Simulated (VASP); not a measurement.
# Be4ZnTe (F-43m) in VASP: further runs

The runs below take Be4ZnTe through single point, relaxation of cell and atoms, with PBE.

All numbers are computed with VASP 6.6.1; they aren't measurements. Logs are shortened: lines on timing, memory, paths and dates and some standing lists are left out, and cuts for length are marked.

### Step 1. The cell of the first run

The structure is cubic, space group F-43m (No. 216). Conventional cell: a = 6.550 Å, b = 6.550 Å, c = 6.550 Å, α = 90.00°, β = 90.00°, γ = 90.00°. Be (site symmetry 3m) has 6 Be at 2.31 to 2.32 Å and 3 Te at 2.72 Å and 3 Zn at 2.72 Å within 3.1 Å. Zn (site symmetry -43m) has 12 Be at 2.72 Å and 4 Te at 2.84 Å within 3.6 Å. Te (site symmetry -43m) has 12 Be at 2.72 Å and 4 Zn at 2.84 Å within 3.6 Å.

The cell was generated, and may not be a known phase.

### Step 2. Single point, PBE

The input, INCAR:

```
SYSTEM = Be4ZnTe
PREC = Accurate
ENCUT = 520
EDIFF = 1E-7
ISMEAR = 0
SIGMA = 0.1
LREAL = .False.
LASPH = .True.
NELM = 60
ALGO = Normal
ISIF = 2
LWAVE = .False.
LCHARG = .False.
GGA = PE
NBANDS = 22
```

The input, KPOINTS:

```
regular mesh
0
Gamma
  4 4 4
  0 0 0
```

The input, POSCAR:

```
Be4ZnTe
1.0
    0.0000000000      3.2751263600      3.2751263600
    3.2751263600      0.0000000000      3.2751263600
    3.2751263600      3.2751263600      0.0000000000
Be Zn Te
4 1 1
Direct
    0.3748045600      0.3748045600      0.8755863300
    0.8755863300      0.3748045600      0.3748045600
    0.3748045600      0.3748045600      0.3748045600
    0.3748045600      0.8755863300      0.3748045600
    0.7500000000      0.7500000000      0.7500000000
    0.0000000000      0.0000000000      0.0000000000
```

Potentials or basis: VASP PAW PBE potentials, release 64 (Be, Zn, Te).

Run with:

```sh
> cat potpaw_PBE.64/Be/POTCAR potpaw_PBE.64/Zn/POTCAR potpaw_PBE.64/Te/POTCAR > POTCAR
> mpirun -np 1 vasp_std > vasp.out
```

OUTCAR:

```text
SYSTEM = Be4ZnTe
   PREC = Accurate
   ENCUT = 520
   EDIFF = 1E-7
   ISMEAR = 0
   LREAL = .False.
   LASPH = .True.
   NELM = 60
   ISIF = 2
   GGA = PE

 ion  position               nearest neighbor table
   1  0.375  0.375  0.876-   2 2.31   3 2.31   4 2.31   4 2.32   2 2.32   3 2.32   6 2.72   6 2.72
                             6 2.72   5 2.72   5 2.72   5 2.72
   2  0.876  0.375  0.375-   1 2.31   3 2.31   4 2.31   4 2.32   1 2.32   3 2.32   6 2.72   6 2.72
                             6 2.72   5 2.72   5 2.72   5 2.72
   3  0.375  0.375  0.375-   1 2.31   2 2.31   4 2.31   2 2.32   4 2.32   1 2.32   6 2.72   6 2.72
                             6 2.72   5 2.72   5 2.72   5 2.72
   4  0.375  0.876  0.375-   1 2.31   2 2.31   3 2.31   2 2.32   1 2.32   3 2.32   6 2.72   6 2.72
                             6 2.72   5 2.72   5 2.72   5 2.72
   5  0.750  0.750  0.750-   1 2.72   2 2.72   4 2.72   3 2.72   3 2.72   3 2.72   2 2.72   4 2.72
                             4 2.72   1 2.72   2 2.72   1 2.72   6 2.84   6 2.84   6 2.84   6 2.84
   6  0.000  0.000  0.000-   2 2.72   4 2.72   1 2.72   2 2.72   1 2.72   4 2.72   3 2.72   3 2.72
                             3 2.72   1 2.72   2 2.72   4 2.72   5 2.84   5 2.84   5 2.84   5 2.84

  LATTYP: Found a face centered cubic cell.
 ALAT       =     6.5502527200

  Lattice vectors:

 A1 = (   0.0000000000,   3.2751263600,   3.2751263600)
 A2 = (   3.2751263600,   0.0000000000,   3.2751263600)
 A3 = (   3.2751263600,   3.2751263600,   0.0000000000)

Analysis of symmetry for initial positions (statically):
=====================================================================
 Subroutine PRICEL returns:
 Original cell was already a primitive cell.

 Routine SETGRP: Setting up the symmetry group for a
 face centered cubic supercell.

 Subroutine GETGRP returns: Found 24 space group operations
 (whereof 24 operations were pure point group operations)
 out of a pool of 48 trial point group operations.

The static configuration has the point symmetry T_d .

Analysis of symmetry for dynamics (positions and initial velocities):
=====================================================================
 Subroutine PRICEL returns:
 Original cell was already a primitive cell.

 Routine SETGRP: Setting up the symmetry group for a
 face centered cubic supercell.

 Subroutine GETGRP returns: Found 24 space group operations
 (whereof 24 operations were pure point group operations)
 out of a pool of 48 trial point group operations.

The dynamic configuration has the point symmetry T_d .

 Subroutine INISYM returns: Found 24 space group operations
 (whereof 24 operations are pure point group operations),
 and found     1 'primitive' translations

----------------------------------------------------------------------------------------

                                     Primitive cell

  volume of cell :      70.2610

  direct lattice vectors                    reciprocal lattice vectors
     0.000000000  3.275126360  3.275126360    -0.152665865  0.152665865  0.152665865
     3.275126360  0.000000000  3.275126360     0.152665865 -0.152665865  0.152665865
     3.275126360  3.275126360  0.000000000     0.152665865  0.152665865 -0.152665865

  length of vectors
     4.631728117  4.631728117  4.631728117     0.264425035  0.264425035  0.264425035

  position of ions in fractional coordinates (direct lattice)
     0.374804560  0.374804560  0.875586330
     0.875586330  0.374804560  0.374804560
     0.374804560  0.374804560  0.374804560
     0.374804560  0.875586330  0.374804560
     0.750000000  0.750000000  0.750000000
     0.000000000  0.000000000  0.000000000

  ion indices of the primitive-cell ions
   primitive index   ion index
                 1           1
                 2           2
                 3           3
                 4           4
                 5           5
                 6           6

----------------------------------------------------------------------------------------

 KPOINTS: regular mesh

Automatic generation of k-mesh.
 Grid dimensions read from file:
 generate k-points for:    4    4    4

 Generating k-lattice:

  Cartesian coordinates                     Fractional coordinates (reciprocal lattice)
    -0.038166466  0.038166466  0.038166466     0.250000000  0.000000000  0.000000000
     0.038166466 -0.038166466  0.038166466     0.000000000  0.250000000  0.000000000
     0.038166466  0.038166466 -0.038166466     0.000000000  0.000000000  0.250000000

  Length of vectors
     0.066106259  0.066106259  0.066106259

  Shift w.r.t. Gamma in fractional coordinates (k-lattice)
     0.000000000  0.000000000  0.000000000

 Subroutine IBZKPT returns following result:
 ===========================================

 Found      8 irreducible k-points:

 Following reciprocal coordinates:
            Coordinates               Weight
  0.000000  0.000000  0.000000      1.000000
  0.250000  0.000000  0.000000      8.000000
  0.500000  0.000000  0.000000      4.000000
  0.250000  0.250000  0.000000      6.000000
  0.500000  0.250000  0.000000     24.000000
 -0.250000  0.250000  0.000000     12.000000
  0.500000  0.500000  0.000000      3.000000
 -0.250000  0.500000  0.250000      6.000000
   k-points           NKPTS =      8   k-points in BZ     NKDIM =      8   number of bands    NBANDS=     22
   number of dos      NEDOS =    301   number of ions     NIONS =      6
   total plane-waves  NPLWV =  46656
   dimension x,y,z NGX =    36 NGY =   36 NGZ =   36
   dimension x,y,z NGXF=    72 NGYF=   72 NGZF=   72
   ions per type =               4   1   1
   NGX,Y,Z   is equivalent  to a cutoff of  12.92, 12.92, 12.92 a.u.
   NGXF,Y,Z  is equivalent  to a cutoff of  25.84, 25.84, 25.84 a.u.
 SYSTEM =  Be4ZnTe
   PREC   = accura    normal or accurate (medium, high low for compatibility)
   ISTART =      0    job   : 0-new  1-cont  2-samecut
   ICHARG =      2    charge: 1-file 2-atom 10-const
   ISPIN  =      1    spin polarized calculation?
   LNONCOLLINEAR =      F non collinear calculations
   LSORBIT =      F    spin-orbit coupling
   LASPH  =      T    aspherical Exc in radial PAW
   ENCUT  =  520.0 eV  38.22 Ry    6.18 a.u.   8.61  8.61  8.61*2*pi/ulx,y,z
   NELM   =     60;   NELMIN=  2; NELMDL= -5     # of ELM steps
   EDIFF  = 0.1E-06   stopping-criterion for ELM
   LREAL  =      F    real-space projection
   EDIFFG = 0.1E-05   stopping-criterion for IOM
   NSW    =      0    number of steps for IOM
   IBRION =     -1    ionic relax: 0-MD 1-quasi-New 2-CG
   NFREE  =      0    steps in history (QN), initial steepest desc. (CG)
   ISIF   =      2    stress and relaxation
   ISYM   =      2    0-nonsym 1-usesym 2-fastsym
   POTIM  = 0.5000    time-step for ionic-motion
   TEBEG  =    0.0;   TEEND  =   0.0 temperature during run
   PSTRESS=    0.0 pullay stress
   NELECT =      26.0000    total number of electrons
   NUPDOWN=      -1.0000    fix difference up-down
   EMIN   =  10.00;   EMAX   =-10.00  energy-range for DOS
   EFERMI =   0.00;   METHOD = LEGACY
   ISMEAR =     0;   SIGMA  =   0.10  broadening in eV -4-tet -1-fermi 0-gaus
   EFERMI_NEDOS =   21; number of points for ismear=-14 and -15
   IALGO  =     38    algorithm
   IMIX   =      4    mixing-type and parameters
     AMIX     =   0.40;   BMIX     =  1.00
     AMIX_MAG =   1.60;   BMIX_MAG =  1.00
  volume/ion in A,a.u.               =      11.71        79.02
  Fermi-wavevector in a.u.,A,eV,Ry     =   1.175334  2.221059 18.795217  1.381410
  Thomas-Fermi vector in A             =   2.311716
   LORBIT       =      0    0 simple, 1 ext, 2 COOP (PROOUT), +10 PAW based schemes
   GGA     = PE    functional components
   LHFCALC =     F    Hartree Fock is set to
   AEXX    =    0.0000 exact exchange contribution
   IVDW    =     0    specifies the selected vdW correction
   LEPSILON=     F    determine dielectric tensor
   LRPA    =     F    only Hartree local field effects (RPA)
 non-spin polarized calculation
 Gauss-broadening in eV      SIGMA  =   0.10
  energy-cutoff  :      520.00
  volume of cell :       70.26
 maximum number of plane-waves:      1924
 NGX is ok and might be reduce to    36
   NGX = 17   NGY = 17   NGZ = 17

 number of electron      26.0000005 magnetization

 Free energy of the ion-electron system (eV)
  ---------------------------------------------------
  ext. energy  EPLUGINS =         0.00000000
  ---------------------------------------------------
  free energy    TOTEN  =       -16.12253003 eV

  energy without entropy =      -16.11797424  energy(sigma->0) =      -16.12025214

 E-fermi :   8.4586     XC(G=0): -10.9906

 val. band max:        8.2939420756   @ k =   0.0000   0.0000   0.0000
 cond. band min:       8.5665057255   @ k =   0.2500   0.0000   0.0000
 fundamental gap:      0.2725636498
 Fermi energy:         8.4585715186

 k-point     1 :       0.0000    0.0000    0.0000
  band No.  band energies     occupation
      1      -6.5522      2.00000
      2      -0.0108      2.00000
      3      -0.0108      2.00000
      4      -0.0108      2.00000
      5       0.2503      2.00000
      6       0.2503      2.00000
[... 14 lines left out ...]
     21      18.1579      0.00000
     22      18.1580      0.00000

 k-point     2 :       0.2500    0.0000    0.0000
  band No.  band energies     occupation
      1      -6.1817      2.00000
      2      -0.5023      2.00000
      3       0.0233      2.00000
      4       0.0233      2.00000
      5       0.2600      2.00000
      6       0.2600      2.00000
[... 14 lines left out ...]
     21      15.3960      0.00000
     22      15.5346      0.00000

 k-point     3 :       0.5000    0.0000    0.0000
  band No.  band energies     occupation
      1      -5.6774      2.00000
      2      -1.5335      2.00000
      3       0.0392      2.00000
      4       0.0392      2.00000
      5       0.2998      2.00000
      6       0.2998      2.00000
[... 14 lines left out ...]
     21      15.1922      0.00000
     22      15.1922      0.00000

 k-point     4 :       0.2500    0.2500    0.0000
  band No.  band energies     occupation
      1      -6.0539      2.00000
      2      -0.5389      2.00000
      3       0.0811      2.00000
      4       0.0811      2.00000
      5       0.1903      2.00000
      6       0.2794      2.00000
[... 14 lines left out ...]
     21      15.0202      0.00000
     22      15.6402      0.00000

 k-point     5 :       0.5000    0.2500    0.0000
  band No.  band energies     occupation
      1      -5.5343      2.00000
      2      -1.0975      2.00000
      3      -0.1397      2.00000
      4       0.1246      2.00000
      5       0.2725      2.00000
      6       0.3018      2.00000
[... 14 lines left out ...]
     21      14.6876      0.00000
     22      15.7121      0.00000

 k-point     6 :      -0.2500    0.2500    0.0000
  band No.  band energies     occupation
      1      -5.7152      2.00000
      2      -0.8578      2.00000
      3      -0.2135      2.00000
      4       0.0736      2.00000
      5       0.2551      2.00000
      6       0.3075      2.00000
[... 14 lines left out ...]
     21      15.5554      0.00000
     22      15.6774      0.00000

 k-point     7 :       0.5000    0.5000    0.0000
  band No.  band energies     occupation
      1      -5.3529      2.00000
      2      -1.3268      2.00000
      3       0.0724      2.00000
      4       0.2612      2.00000
      5       0.2612      2.00000
      6       0.3081      2.00000
[... 14 lines left out ...]
     21      13.8739      0.00000
     22      14.6947      0.00000

 k-point     8 :      -0.2500    0.5000    0.2500
  band No.  band energies     occupation
      1      -5.3380      2.00000
      2      -0.6888      2.00000
      3      -0.5411      2.00000
      4       0.0326      2.00000
      5       0.2980      2.00000
      6       0.3593      2.00000
[... 14 lines left out ...]
     21      15.0367      0.00000
     22      15.5645      0.00000

------------------------ aborting loop because EDIFF is reached ----------------------------------------

  FORCE on cell =-STRESS in cart. coord.  units (eV):
  Direction    XX          YY          ZZ          XY          YZ          ZX
  --------------------------------------------------------------------------------------
  -------------------------------------------------------------------------------------
  Total        4.3058637      4.3058637      4.3058637      0.0000000     -0.0000000      0.0000000
  in kB       98.1876087     98.1876087     98.1876087      0.0000000     -0.0000000      0.0000000
  external PRESSURE =      98.1876087 kB  Pullay stress =       0.0000000 kB

 VOLUME and BASIS-vectors are now :
 -----------------------------------------------------------------------------
  energy-cutoff  :      520.00
  volume of cell :       70.26
      direct lattice vectors                 reciprocal lattice vectors
     0.000000000  3.275126360  3.275126360    -0.152665865  0.152665865  0.152665865
     3.275126360  0.000000000  3.275126360     0.152665865 -0.152665865  0.152665865
     3.275126360  3.275126360  0.000000000     0.152665865  0.152665865 -0.152665865

 POSITION                                       TOTAL-FORCE (eV/Angst)
 -----------------------------------------------------------------------------------
      4.09519      4.09519      2.45506        -0.169479     -0.169479      0.169479
      2.45506      4.09519      4.09519         0.169479     -0.169479     -0.169479
      2.45506      2.45506      2.45506         0.169479      0.169479      0.169479
      4.09519      2.45506      4.09519        -0.169479      0.169479     -0.169479
      4.91269      4.91269      4.91269         0.000000      0.000000     -0.000000
      0.00000      0.00000      0.00000        -0.000000      0.000000     -0.000000
 -----------------------------------------------------------------------------------
    total drift:                                0.000001      0.000001      0.000001

  FREE ENERGIE OF THE ION-ELECTRON SYSTEM (eV)
  ---------------------------------------------------
  free  energy   TOTEN  =       -16.1225300302 eV

  energy  without entropy=      -16.1179742402  energy(sigma->0) =      -16.12025214
```

Run time: 11 s. Hardware: 1 thread of Intel Xeon 6975P-C (Granite Rapids), shared host; peak memory 0.21 GiB.

Results:

```yaml
Free_energy: -16.1225 eV
Pressure: 9.8 GPa
Largest_force: 0.294 eV/Å
Band_gap_on_the_k_mesh: zero (bands 13 and 14 overlap by 4.30 eV)
```

Forces on the atoms (eV/Å):
```
Be  -0.169 -0.169  0.169
Be   0.169 -0.169 -0.169
Be   0.169  0.169  0.169
Be  -0.169  0.169 -0.169
Zn   0.000  0.000  0.000
Te   0.000  0.000  0.000
```

Caveat: the k points lie up to 0.42 Å⁻¹ apart, too coarse for converged energies and pressures of a metal; spin-orbit coupling is left out, which moves the levels of the heavy elements.

### Step 3. Single point, PBE

This run uses another cell than the first one, of 12.84 Å³/atom.

Edit INCAR of step 2 so:

```diff
@@ -8,4 +8,4 @@
 LASPH = .True.
-NELM = 60
-ALGO = Normal
+NELM = 80
+ALGO = Fast
 ISIF = 2
```

The input, KPOINTS:

```
Automatic mesh
0
Gamma
  4 4 4
  0 0 0
```

The input, POSCAR:

```
Be4ZnTe
1.0
    0.0000000000      3.3770227382      3.3770227382
    3.3770227382      0.0000000000      3.3770227382
    3.3770227382      3.3770227382      0.0000000000
Be Zn Te
4 1 1
Direct
    0.3780014403      0.3780014403      0.8659956790
    0.8659956790      0.3780014403      0.3780014403
    0.3780014403      0.3780014403      0.3780014403
    0.3780014403      0.8659956790      0.3780014403
    0.7500000000      0.7500000000      0.7500000000
    0.0000000000      0.0000000000      0.0000000000
```

Potentials or basis: VASP PAW PBE potentials, release 64 (Be, Zn, Te).

Run with:

```sh
> cat potpaw_PBE.64/Be/POTCAR potpaw_PBE.64/Zn/POTCAR potpaw_PBE.64/Te/POTCAR > POTCAR
> mpirun -np 1 vasp_std > vasp.out
```

It took 13 s on 1 thread of Intel Xeon 6975P-C (Granite Rapids), shared host; peak memory 0.19 GiB.

The run converged. Its results:

| Property | Result |
| --- | --- |
| Free energy | -16.3343 eV |
| Pressure | 0.1 GPa |
| Largest force | 0.007 eV/Å |
| Band gap on the k mesh | zero (bands 13 and 14 overlap by 3.81 eV) |

Forces in eV/Å, atoms in the order of the input:
```
Be   0.004  0.004 -0.004
Be  -0.004  0.004  0.004
Be  -0.004 -0.004 -0.004
Be   0.004 -0.004  0.004
Zn   0.000  0.000  0.000
Te   0.000  0.000  0.000
```

Levels at points of the mesh, in eV from the Fermi level:
```tsv
k point	band 9	band 10	band 11	band 12	band 13	band 14	band 15	band 16	band 17	band 18
(0.00, 0.00, 0.00)	-4.60	-4.60	-3.46	-2.06	-2.06	-2.06	-0.07	-0.07	0.27	1.56
(0.50, 0.00, 0.00)	-5.34	-5.03	-3.78	-2.46	-2.46	0.65	1.88	1.88	2.53	3.51
(0.50, 0.50, 0.00)	-6.68	-6.02	-4.99	0.91	1.75	2.20	2.20	2.25	3.32	3.69
```

Caveat: the k points lie up to 0.40 Å⁻¹ apart, too coarse for converged energies and pressures of a metal; spin-orbit coupling is left out, which moves the levels of the heavy elements.

### Step 4. Relaxation of cell and atoms, PBE

The input, INCAR:

```
PREC = Accurate
ENCUT = 600
EDIFF = 1E-7
ISMEAR = 0
SIGMA = 0.1
LREAL = F
LASPH = T
NELM = 60
ALGO = Normal
ISIF = 3
LWAVE = F
LCHARG = F
GGA = PE
IBRION = 2
NSW = 90
EDIFFG = -0.04
```

The input, KPOINTS:

```
regular mesh
0
Gamma
  4 4 4
```

The input, POSCAR:

```
Be4ZnTe
1.0
    0.0000000000      3.2751263600      3.2751263600
    3.2751263600      0.0000000000      3.2751263600
    3.2751263600      3.2751263600      0.0000000000
Be Zn Te
4 1 1
Direct
    0.3748045600      0.3748045600      0.8755863300
    0.8755863300      0.3748045600      0.3748045600
    0.3748045600      0.3748045600      0.3748045600
    0.3748045600      0.8755863300      0.3748045600
    0.7500000000      0.7500000000      0.7500000000
    0.0000000000      0.0000000000      0.0000000000
```

Run with:

```sh
> cat potpaw_PBE.64/Be/POTCAR potpaw_PBE.64/Zn/POTCAR potpaw_PBE.64/Te/POTCAR > POTCAR
> mpirun -np 1 vasp_std > vasp.out
```

Run time: 52 s. Hardware: 1 thread of Intel Xeon 6975P-C (Granite Rapids), shared host; peak memory 0.24 GiB.

The run converged. Its results:

```yaml
Free_energy: -16.3335 eV
Relaxed_volume: 12.83 Å³/atom
Relaxed_cell: a = 4.775 Å, b = 4.775 Å, c = 4.775 Å, α = 60.00°, β = 60.00°, γ = 60.00°
Space_group_after_relaxing_to_0.1_Å: F-43m (No. 216)
Energy_gained_by_relaxing: 35.2 meV/atom
Ionic_steps: 5
Pressure_after_relaxing: 0.1 GPa
Band_gap_on_the_k_mesh: zero (bands 13 and 14 overlap by 3.82 eV)
```

The path:
```
step  energy change (eV)  largest force (eV/Å)  pressure (GPa)  volume (Å³)
   1              0.0000                0.2936            9.81        70.26
   2             -0.2014                0.1721           -0.90        77.81
   3             -0.2028                0.1794           -0.18        77.16
   4             -0.2079                0.1127           -0.09        77.09
   5             -0.2111                0.0018            0.13        76.98
```

Final structure:
```yaml
crystal:
  lattice:
    - [0.00000, 3.37632, 3.37632]
    - [3.37632, 0.00000, 3.37632]
    - [3.37632, 3.37632, 0.00000]
  atoms:
    - { symbol: Be, position: [0.37794, 0.37794, 0.86619] }
    - { symbol: Be, position: [0.86619, 0.37794, 0.37794] }
    - { symbol: Be, position: [0.37794, 0.37794, 0.37794] }
    - { symbol: Be, position: [0.37794, 0.86619, 0.37794] }
    - { symbol: Zn, position: [0.75000, 0.75000, 0.75000] }
    - { symbol: Te, position: [0.00000, 0.00000, 0.00000] }
```

Levels at points of the mesh, in eV from the Fermi level:
```
           k point  band 9  band 10  band 11  band 12  band 13  band 14  band 15  band 16  band 17
(0.00, 0.00, 0.00)   -4.60    -4.60    -3.46    -2.06    -2.06    -2.06    -0.07    -0.07     0.27
(0.50, 0.00, 0.00)   -5.35    -5.04    -3.78    -2.46    -2.46     0.65     1.88     1.88     2.53
(0.50, 0.50, 0.00)   -6.69    -6.01    -5.00     0.91     1.75     2.20     2.20     2.26     3.31
```

Caveat: the k points lie up to 0.40 Å⁻¹ apart in the final cell, too coarse for converged energies and pressures of a metal; spin-orbit coupling is left out, which moves the levels of the heavy elements.

(Part 1 of 2 ends here.)

The gap in the log of VASP goes by the Fermi energy; the results here count the filled bands.